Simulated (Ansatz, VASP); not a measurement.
## Two plane-wave programs on TaVN2

Contents of INCAR:

```
PREC = Accurate ; ENCUT = 600
EDIFF = 1E-6 ; ISMEAR = -1
SIGMA = 0.05 ; LREAL = False
LASPH = True ; NELM = 200
ALGO = Normal ; ISIF = 2
LWAVE = False ; LCHARG = False
ISPIN = 2 ; MAGMOM = 0 4 0 0
LORBIT = 11 ; NUPDOWN = 4.0
LMAXMIX = 4 ; GGA = PS
NBANDS = 30 ; GGA_COMPAT = False
```

File KPOINTS:

```
Automatic mesh
0
Gamma
  7 7 5
```

File POSCAR:

```
TaVN2
1.0
    3.0498670000      0.0000000000      0.0000000000
    0.0000000000      3.0498670000      0.0000000000
    0.0000000000      0.0000000000      4.2960620000
Ta V N
1 1 2
Direct
    0.0000000000      0.0000000000      0.0000000000
    0.5000000000      0.5000000000      0.5000000000
    0.5000000000      0.5000000000      0.0000000000
    0.0000000000      0.0000000000      0.5000000000
```

Contents of input.yaml:

```yaml
crystal:
  lattice:
    - [3.049867, 0.0, 0.0]
    - [0.0, 3.049867, 0.0]
    - [0.0, 0.0, 4.296062]
  atoms:
    - { symbol: Ta, position: [0.0, 0.0, 0.0] }
    - { symbol: V, position: [0.5, 0.5, 0.5], spin: 4.0 }
    - { symbol: "N", position: [0.5, 0.5, 0.0] }
    - { symbol: "N", position: [0.0, 0.0, 0.5] }
hamiltonian:
  xc: pbesol
  pseudopotentials: { kind: paw }
magnetization:
  spin_polarized: true
  initial_magnetization: 4.0
  spin_locking: { lock_magnetization: hard }
kpoints:
  mp_grid: { grid: [7, 7, 5] }
scf:
  occupations: { method: fermi_dirac, width: 0.05 }
  lower_state_search: "off"
output:
  forces: true
  stress: true
  eigenvalues: true
```

Alike in both runs: task single point; functional PBEsol; k mesh 7 × 7 × 5; occupations fermi-dirac, width 0.05 eV; collinear spin; fixed moment 4 μB.

|  | VASP | Ansatz |
| --- | --- | --- |
| version | VASP 6.6.1 | Ansatz 0.2.0 |
| potentials or method | VASP PAW PBE potentials, release 64 (Ta_sv_GW, V_sv, N) | Ansatz PAW |
| plane-wave cutoff (eV) | 600 | 420 |
| valence electrons in the cell | 36 | 36 |

Ansatz gave:

```
pressure (GPa)                                                : 9.1
traceless stress, the component that is largest in VASP (GPa) : -3.49
net moment per atom (μB)                                      : 1.00
size of the moment on the site where the two differ most (μB) : 0.46
```

Q: Which values does VASP return?

A: Pressure (GPa): 9.3; traceless stress, the component that is largest in VASP (GPa): -3.49; net moment per atom (μB): 1.00; size of the moment on the site where the two differ most (μB): 0.86.

VASP's potentials were made for PBE, not for PBEsol. Site moments also hang on the region over which each program counts them. With one functional, cell and mesh, what is left measures potentials, basis and numerics.

Neither program's run includes spin-orbit coupling.
